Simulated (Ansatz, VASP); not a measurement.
**One calculation of BN, two programs**

The input POSCAR:

```
BN
1.0
    0.0000000000      1.8130010000      1.8130010000
    1.8130010000      0.0000000000      1.8130010000
    1.8130010000      1.8130010000      0.0000000000
B N
1 1
Direct
    0.0000000000      0.0000000000      0.0000000000
    0.7500000000      0.7500000000      0.8231287636
```

Contents of INCAR.step1:

```
SYSTEM = BN
ALGO = Normal ; EDIFF = 1E-4
ENCUT = 520 ; GGA = PE
ISMEAR = 0 ; LASPH = .True.
LCHARG = .False. ; LREAL = .False.
LWAVE = .True. ; NBANDS = 11
NELM = 100 ; PREC = Accurate
SIGMA = 0.05
```

The input INCAR.step2:

```
SYSTEM = BN
ALGO = Normal ; EDIFF = 1E-6
ENCUT = 520 ; ISIF = 2
ISMEAR = 0 ; ISTART = 1
LASPH = .True. ; LCHARG = .True.
LELF = .True. ; LMIXTAU = .True.
LREAL = .False. ; LVHAR = .True.
LWAVE = .False. ; METAGGA = R2SCAN
NBANDS = 11 ; NELM = 100
PREC = Accurate ; SIGMA = 0.05
```

File KPOINTS:

```
k-points
0
Gamma
  12 12 12
  0 0 0
```

Input for Ansatz:

```yaml
crystal:
  lattice:
    - [0.0, 1.813001, 1.813001]
    - [1.813001, 0.0, 1.813001]
    - [1.813001, 1.813001, 0.0]
  atoms:
    - { symbol: B, position: [0.0, 0.0, 0.0] }
    - { symbol: "N", position: [0.75, 0.75, 0.8231287636] }
basis:
  ecutwfc: 500
kpoints:
  mp_grid: { grid: [12, 12, 12] }
hamiltonian:
  xc: r2scan
scf:
  occupations: { method: gaussian, width: 0.05 }
output:
  forces: true
  stress: true
  eigenvalues: true
```

Change from the starting cell: all N atoms moved +0.188 Å, as atom 2 along Cartesian [1 1 0].

Alike in both runs: task single point; functional r2SCAN; k mesh 12 × 12 × 12; occupations gaussian, width 0.05 eV; no spin polarisation.

|  | VASP | Ansatz |
| --- | --- | --- |
| version | VASP 6.6.1 | Ansatz 0.2.0 |
| potentials or method | VASP PAW PBE potentials, release 64 (B, N), cutoff 520 eV | scalar-relativistic, plane waves, PAW |
| valence electrons in the cell | 8 | 8 |

|  | VASP | Ansatz | Ansatz less VASP |
| --- | --- | --- | --- |
| gap on the k mesh at the Fermi level (eV) | 3.26 | 3.27 | +0.008 |
| least direct gap on the mesh (eV) | 7.67 | 7.66 | -0.008 |
| pressure (GPa) | 6.0 | 5.1 | -0.85 |
| traceless stress, the component that is largest in VASP (GPa) | 10.64 | 10.77 | +0.130 |
| rms of the force components (eV/Å) | 2.711 | 2.714 | +0.0034 |

VASP's potentials were made for PBE, not for r2SCAN. Atom by atom the forces differ by 0.005 eV/Å (rms over components).
